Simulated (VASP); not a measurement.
**TiO2: single point with PBE exchange alone**

The system is TiO2.

```
Ti O
1.0
    -1.89210    1.89210    4.75730
     1.89210   -1.89210    4.75730
     1.89210    1.89210   -4.75730
Ti O
2 4
Cartesian
  0.0000 1.8921 2.3786
  0.0000 0.0000 0.0000
  0.0000 0.0000 7.5346
  0.0000 1.8921 0.3987
  0.0000 1.8921 4.3586
  0.0000 0.0000 1.9800
```

| Property | Result |
| --- | --- |
| Program | VASP 6.6.1 |
| Task | single point |
| Functional | PBE exchange alone |
| Potentials or basis | VASP PAW PBE potentials, release 64 (Ti_sv, O) |
| Cutoff | 520 eV |
| k mesh | 10 × 10 × 10 |
| Occupations | fermi-dirac, width 0.05 eV |
| Spin | no spin polarisation |
| Dipole correction | no |
| Further INCAR settings | ALGO = Normal; EDIFF = 1e-06; NBANDS = 33 |

| Quantity | Value |
| --- | --- |
| Pressure | 23.3 GPa |
| Largest force | 0.471 eV/Å |
| Band gap on the k mesh | 2.16 eV (least direct gap 2.49 eV) |

Forces in eV/Å, atoms in the order of the input:
```
Ti   0.000  0.000  0.000
Ti   0.000  0.000  0.000
O    0.000  0.000 -0.471
O    0.000  0.000 -0.471
O    0.000  0.000  0.471
O    0.000  0.000  0.471
```

Stress tensor (GPa, compression positive):
```
22.48  0.00  0.00
 0.00 22.48  0.00
 0.00  0.00 25.01
```

Levels at points of the mesh, in eV from the valence-band top:
```tsv
k point	band 21	band 22	band 23	band 24	band 25	band 26	band 27	band 28
(0.00, 0.00, 0.00)	-0.73	-0.73	-0.47	-0.47	2.16	2.88	4.00	4.00
(0.50, 0.00, 0.00)	-1.94	-0.95	-0.81	-0.62	3.26	3.57	3.58	3.68
(0.50, 0.50, 0.00)	-2.03	-2.03	-0.03	-0.03	3.37	3.37	3.84	3.84
(0.50, 0.50, 0.50)	-1.24	-1.24	-0.11	-0.11	2.51	2.51	3.78	3.78
```

Wall time 13 min on 1 thread of AMD EPYC 7R13, on a shared host, peak memory 0.37 GiB.

Caveat: the cell stands under pressure. A k mesh can miss the band edges.
